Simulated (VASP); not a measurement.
# WS2 (d3) (P6_3/mmc) in VASP: single point with PBE+D3(BJ)

Aim: the single point of WS2 (d3) with PBE+D3(BJ).

Program: VASP 6.6.1. These are calculated values, not measurements. Logs are shortened: lines on timing, memory, paths and dates and some standing lists are left out, and cuts for length are marked.

## (1) The cell of the first run

Symmetry: P6_3/mmc, No. 194, hexagonal system. Conventional cell: a = 3.184 Å, b = 3.184 Å, c = 12.978 Å, α = 90.00°, β = 90.00°, γ = 120.00°. W (site symmetry -6m2) has 6 S at 2.41 Å and 6 W at 3.18 Å within 3.2 Å. S (site symmetry 3m) has 3 W at 2.41 Å and 7 S at 3.12 to 3.18 Å within 3.2 Å.

## (2) Single point, PBE+D3(BJ)

Input file INCAR:

```
ALGO = Normal ; EDIFF = 1E-7
ENCUT = 520 ; GGA = PE
ISIF = 2 ; ISMEAR = 0
IVDW = 12 ; LASPH = True
LCHARG = True ; LELF = True
LREAL = False ; LVHAR = True
LWAVE = False ; NBANDS = 35
NELM = 80 ; PREC = Accurate
SIGMA = 0.1
```

Input file KPOINTS:

```
k-points
0
Gamma
  6 6 2
```

Input file POSCAR:

```
WS2
1.0
    3.1842228900      0.0000000000      0.0000000000
   -1.5921114500      2.7576179200      0.0000000000
    0.0000000000      0.0000000000     12.9782823600
W S
2 4
Direct
    0.3333333300      0.6666666700      0.2500000000
    0.6666666700      0.3333333300      0.7500000000
    0.3333333300      0.6666666700      0.6298049400
    0.6666666700      0.3333333300      0.1298049400
    0.3333333300      0.6666666700      0.8701950600
    0.6666666700      0.3333333300      0.3701950600
```

Potentials or basis: VASP PAW PBE potentials, release 64 (W_sv, S).

The run is started by

```sh
$ cat potpaw_PBE.64/W_sv/POTCAR potpaw_PBE.64/S/POTCAR > POTCAR
$ mpirun -np 1 vasp_std > vasp.out
```

OUTCAR:

```text
EDIFF = 1E-7
   ENCUT = 520
   GGA = PE
   ISIF = 2
   ISMEAR = 0
   IVDW = 12
   LASPH = True
   LREAL = False
   NELM = 80
   PREC = Accurate
 IVDW          = 12

 ion  position               nearest neighbor table
   1  0.333  0.667  0.250-   4 2.41   6 2.41   4 2.41   6 2.41   4 2.41   6 2.41
   2  0.667  0.333  0.750-   3 2.41   5 2.41   3 2.41   5 2.41   3 2.41   5 2.41
   3  0.333  0.667  0.630-   2 2.41   2 2.41   2 2.41
   4  0.667  0.333  0.130-   1 2.41   1 2.41   1 2.41
   5  0.333  0.667  0.870-   2 2.41   2 2.41   2 2.41
   6  0.667  0.333  0.370-   1 2.41   1 2.41   1 2.41

  LATTYP: Found a hexagonal cell.
 ALAT       =     3.1842228900
 C/A-ratio  =     4.0758083866

  Lattice vectors:

 A1 = (   3.1842228900,   0.0000000000,   0.0000000000)
 A2 = (  -1.5921114500,   2.7576179200,   0.0000000000)
 A3 = (   0.0000000000,   0.0000000000,  12.9782823600)

Analysis of symmetry for initial positions (statically):
=====================================================================
 Subroutine PRICEL returns:
 Original cell was already a primitive cell.

 Routine SETGRP: Setting up the symmetry group for a
 hexagonal supercell.

 Subroutine GETGRP returns: Found 24 space group operations
 (whereof 12 operations were pure point group operations)
 out of a pool of 24 trial point group operations.

The static configuration has the point symmetry D_3d.
 The point group associated with its full space group is D_6h.

Analysis of symmetry for dynamics (positions and initial velocities):
=====================================================================
 Subroutine PRICEL returns:
 Original cell was already a primitive cell.

 Routine SETGRP: Setting up the symmetry group for a
 hexagonal supercell.

 Subroutine GETGRP returns: Found 24 space group operations
 (whereof 12 operations were pure point group operations)
 out of a pool of 24 trial point group operations.

The dynamic configuration has the point symmetry D_3d.
 The point group associated with its full space group is D_6h.

 Subroutine INISYM returns: Found 24 space group operations
 (whereof 12 operations are pure point group operations),
 and found     1 'primitive' translations

----------------------------------------------------------------------------------------

                                     Primitive cell

  volume of cell :     113.9606

  direct lattice vectors                    reciprocal lattice vectors
     3.184222890  0.000000000  0.000000000     0.314048367  0.181315910  0.000000000
    -1.592111450  2.757617920  0.000000000     0.000000000  0.362631818  0.000000000
     0.000000000  0.000000000 12.978282360     0.000000000  0.000000000  0.077051799

  length of vectors
     3.184222890  3.184222898 12.978282360     0.362631819  0.362631818  0.077051799

  position of ions in fractional coordinates (direct lattice)
     0.333333330  0.666666670  0.250000000
     0.666666670  0.333333330  0.750000000
     0.333333330  0.666666670  0.629804940
     0.666666670  0.333333330  0.129804940
     0.333333330  0.666666670  0.870195060
     0.666666670  0.333333330  0.370195060

  ion indices of the primitive-cell ions
   primitive index   ion index
                 1           1
                 2           2
                 3           3
                 4           4
                 5           5
                 6           6

----------------------------------------------------------------------------------------

 KPOINTS: k-points

Automatic generation of k-mesh.
 Grid dimensions read from file:
 generate k-points for:    6    6    2

 Generating k-lattice:

  Cartesian coordinates                     Fractional coordinates (reciprocal lattice)
     0.052341395  0.030219318  0.000000000     0.166666667  0.000000000  0.000000000
     0.000000000  0.060438636  0.000000000     0.000000000  0.166666667  0.000000000
     0.000000000  0.000000000  0.038525899     0.000000000  0.000000000  0.500000000

  Length of vectors
     0.060438636  0.060438636  0.038525899

  Shift w.r.t. Gamma in fractional coordinates (k-lattice)
     0.000000000  0.000000000  0.000000000

 Subroutine IBZKPT returns following result:
 ===========================================

 Found     14 irreducible k-points:

 Following reciprocal coordinates:
            Coordinates               Weight
  0.000000  0.000000  0.000000      1.000000
  0.166667  0.000000  0.000000      6.000000
  0.333333  0.000000  0.000000      6.000000
  0.500000  0.000000  0.000000      3.000000
  0.166667  0.166667  0.000000      6.000000
  0.333333  0.166667  0.000000     12.000000
  0.333333  0.333333  0.000000      2.000000
  0.000000  0.000000  0.500000      1.000000
  0.166667  0.000000  0.500000      6.000000
  0.333333  0.000000  0.500000      6.000000
  0.500000  0.000000  0.500000      3.000000
  0.166667  0.166667  0.500000      6.000000
  0.333333  0.166667  0.500000     12.000000
  0.333333  0.333333  0.500000      2.000000
   k-points           NKPTS =     14   k-points in BZ     NKDIM =     14   number of bands    NBANDS=     35
   number of dos      NEDOS =    301   number of ions     NIONS =      6
   total plane-waves  NPLWV =  56448
   dimension x,y,z NGX =    24 NGY =   24 NGZ =   98
   dimension x,y,z NGXF=    48 NGYF=   48 NGZF=  196
   ions per type =               2   4
   NGX,Y,Z   is equivalent  to a cutoff of  12.53, 12.53, 12.55 a.u.
   NGXF,Y,Z  is equivalent  to a cutoff of  25.06, 25.06, 25.11 a.u.
 SYSTEM =  unknown system
   PREC   = accura    normal or accurate (medium, high low for compatibility)
   ISTART =      0    job   : 0-new  1-cont  2-samecut
   ICHARG =      2    charge: 1-file 2-atom 10-const
   ISPIN  =      1    spin polarized calculation?
   LNONCOLLINEAR =      F non collinear calculations
   LSORBIT =      F    spin-orbit coupling
   LASPH  =      T    aspherical Exc in radial PAW
   ENCUT  =  520.0 eV  38.22 Ry    6.18 a.u.   5.92  5.92 24.13*2*pi/ulx,y,z
   NELM   =     80;   NELMIN=  2; NELMDL= -5     # of ELM steps
   EDIFF  = 0.1E-06   stopping-criterion for ELM
   LREAL  =      F    real-space projection
   EDIFFG = 0.1E-05   stopping-criterion for IOM
   NSW    =      0    number of steps for IOM
   IBRION =     -1    ionic relax: 0-MD 1-quasi-New 2-CG
   NFREE  =      0    steps in history (QN), initial steepest desc. (CG)
   ISIF   =      2    stress and relaxation
   ISYM   =      2    0-nonsym 1-usesym 2-fastsym
   POTIM  = 0.5000    time-step for ionic-motion
   TEBEG  =    0.0;   TEEND  =   0.0 temperature during run
   PSTRESS=    0.0 pullay stress
   NELECT =      52.0000    total number of electrons
   NUPDOWN=      -1.0000    fix difference up-down
   EMIN   =  10.00;   EMAX   =-10.00  energy-range for DOS
   EFERMI =   0.00;   METHOD = LEGACY
   ISMEAR =     0;   SIGMA  =   0.10  broadening in eV -4-tet -1-fermi 0-gaus
   EFERMI_NEDOS =   21; number of points for ismear=-14 and -15
   IALGO  =     38    algorithm
   IMIX   =      4    mixing-type and parameters
     AMIX     =   0.40;   BMIX     =  1.00
     AMIX_MAG =   1.60;   BMIX_MAG =  1.00
  volume/ion in A,a.u.               =      18.99       128.17
  Fermi-wavevector in a.u.,A,eV,Ry     =   1.260350  2.381715 21.612597  1.588481
  Thomas-Fermi vector in A             =   2.393864
   LORBIT       =      0    0 simple, 1 ext, 2 COOP (PROOUT), +10 PAW based schemes
   GGA     = PE    functional components
   LHFCALC =     F    Hartree Fock is set to
   AEXX    =    0.0000 exact exchange contribution
   IVDW    =    12    specifies the selected vdW correction
   LEPSILON=     F    determine dielectric tensor
   LRPA    =     F    only Hartree local field effects (RPA)
 non-spin polarized calculation
 Gauss-broadening in eV      SIGMA  =   0.10
  energy-cutoff  :      520.00
  volume of cell :      113.96
 maximum number of plane-waves:      3088
 NGX is ok and might be reduce to    24
   NGX = 11   NGY = 11   NGZ = 49

 number of electron      51.9999999 magnetization

 Free energy of the ion-electron system (eV)
  ---------------------------------------------------
  ext. energy  EPLUGINS =         0.00000000
  ---------------------------------------------------
  free energy    TOTEN  =       -47.32020525 eV

  energy without entropy =      -47.32020525  energy(sigma->0) =      -47.32020525

 E-fermi :   7.2088     XC(G=0): -10.4828

 val. band max:        6.5290882079   @ k =   0.0000   0.0000   0.0000
 cond. band min:       7.7665876847   @ k =   0.1667   0.1667   0.0000
 fundamental gap:      1.2374994769
 Fermi energy:         7.2087681564

 k-point     1 :       0.0000    0.0000    0.0000
  band No.  band energies     occupation
      1     -68.0021      2.00000
      2     -68.0021      2.00000
      3     -32.2417      2.00000
      4     -32.2417      2.00000
      5     -32.0928      2.00000
      6     -32.0928      2.00000
[... 27 lines left out ...]
     34       9.1200      0.00000
     35      11.2130      0.00000

 k-point     2 :       0.1667    0.0000    0.0000
  band No.  band energies     occupation
      1     -67.9979      2.00000
      2     -67.9979      2.00000
      3     -32.2264      2.00000
      4     -32.2264      2.00000
      5     -32.1772      2.00000
      6     -32.1772      2.00000
[... 27 lines left out ...]
     34       9.6422      0.00000
     35      12.7833      0.00000

 k-point     3 :       0.3333    0.0000    0.0000
  band No.  band energies     occupation
      1     -67.9897      2.00000
      2     -67.9896      2.00000
      3     -32.3422      2.00000
      4     -32.3422      2.00000
      5     -32.1958      2.00000
      6     -32.1958      2.00000
[... 27 lines left out ...]
     34      10.6014      0.00000
     35      12.4852      0.00000
[... 343 lines left out ...]
 k-point    13 :       0.3333    0.1667    0.5000
  band No.  band energies     occupation
      1     -67.9855      2.00000
      2     -67.9855      2.00000
      3     -32.3819      2.00000
      4     -32.3819      2.00000
      5     -32.2137      2.00000
      6     -32.2137      2.00000
[... 27 lines left out ...]
     34      10.8776      0.00000
     35      12.4069      0.00000

 k-point    14 :       0.3333    0.3333    0.5000
  band No.  band energies     occupation
      1     -67.9834      2.00000
      2     -67.9834      2.00000
      3     -32.3403      2.00000
      4     -32.3403      2.00000
      5     -32.3068      2.00000
      6     -32.3068      2.00000
[... 27 lines left out ...]
     34      11.4583      0.00000
     35      12.9307      0.00000

------------------------ aborting loop because EDIFF is reached ----------------------------------------

 Edisp (eV)   -2.38359

 E8    (eV) :    -1.0012

  FORCE on cell =-STRESS in cart. coord.  units (eV):
  Direction    XX          YY          ZZ          XY          YZ          ZX
  --------------------------------------------------------------------------------------
  -------------------------------------------------------------------------------------
  Total      -1.64675    -1.64675    -0.42974     0.00000    -0.00000     0.00000
  in kB     -23.15173   -23.15173    -6.04167     0.00000    -0.00000     0.00000
  external pressure =      -17.45 kB  Pullay stress =        0.00 kB

 VOLUME and BASIS-vectors are now :
 -----------------------------------------------------------------------------
  energy-cutoff  :      520.00
  volume of cell :      113.96
      direct lattice vectors                 reciprocal lattice vectors
     3.184222890  0.000000000  0.000000000     0.314048367  0.181315910  0.000000000
    -1.592111450  2.757617920  0.000000000     0.000000000  0.362631818  0.000000000
     0.000000000  0.000000000 12.978282360     0.000000000  0.000000000  0.077051799

 POSITION                                       TOTAL-FORCE (eV/Angst)
 -----------------------------------------------------------------------------------
     -0.00000      1.83841      3.24457         0.000000     -0.000000     -0.000000
      1.59211      0.91921      9.73371        -0.000000     -0.000000     -0.000000
     -0.00000      1.83841      8.17379         0.000000     -0.000000     -0.208520
      1.59211      0.91921      1.68465        -0.000000      0.000000     -0.208520
     -0.00000      1.83841     11.29364         0.000000     -0.000000      0.208520
      1.59211      0.91921      4.80450        -0.000000      0.000000      0.208520
 -----------------------------------------------------------------------------------
    total drift:                               -0.000010      0.000006     -0.000000

  FREE ENERGIE OF THE ION-ELECTRON SYSTEM (eV)
  ---------------------------------------------------
  free  energy   TOTEN  =       -49.7037906673 eV

  energy  without entropy=      -49.7037906673  energy(sigma->0) =      -49.70379067
```

Run time: 24 s. Hardware: 1 thread of Intel Xeon 6975P-C (Granite Rapids), shared host; peak memory 0.25 GiB.

What came out:

* Free energy: -49.7038 eV
* Pressure: -1.7 GPa
* Largest force: 0.209 eV/Å
* Band gap on the k mesh: 1.24 eV, indirect (least direct gap 1.74 eV)
* Dispersion energy per atom: -0.397 eV

Forces in eV/Å, atoms in the order of the input:
```
W    0.000  0.000  0.000
W    0.000  0.000  0.000
S    0.000  0.000 -0.209
S    0.000  0.000 -0.209
S    0.000  0.000  0.209
S    0.000  0.000  0.209
```

Stress tensor (GPa, compression positive):
```
-2.32  0.00  0.00
 0.00 -2.32  0.00
 0.00  0.00 -0.60
```

Levels at points of the mesh, in eV from the valence-band top:
| k point | band 22 | band 23 | band 24 | band 25 | band 26 | band 27 | band 28 | band 29 | band 30 | band 31 |
| --- | --- | --- | --- | --- | --- | --- | --- | --- | --- | --- |
| (0.00, 0.00, 0.00) | -2.16 | -2.16 | -1.73 | -0.91 | 0.00 | 2.36 | 2.36 | 2.37 | 2.37 | 2.50 |
| (0.50, 0.00, 0.00) | -2.60 | -1.87 | -1.78 | -1.51 | -1.41 | 2.32 | 2.34 | 2.70 | 2.86 | 3.30 |
| (0.00, 0.00, 0.50) | -2.18 | -2.18 | -2.18 | -0.29 | -0.29 | 2.36 | 2.36 | 2.36 | 2.36 | 2.55 |
| (0.50, 0.00, 0.50) | -2.66 | -1.82 | -1.82 | -1.45 | -1.45 | 2.33 | 2.33 | 2.79 | 2.79 | 3.54 |

Caveat: spin-orbit coupling is left out, which moves the levels of the heavy elements.
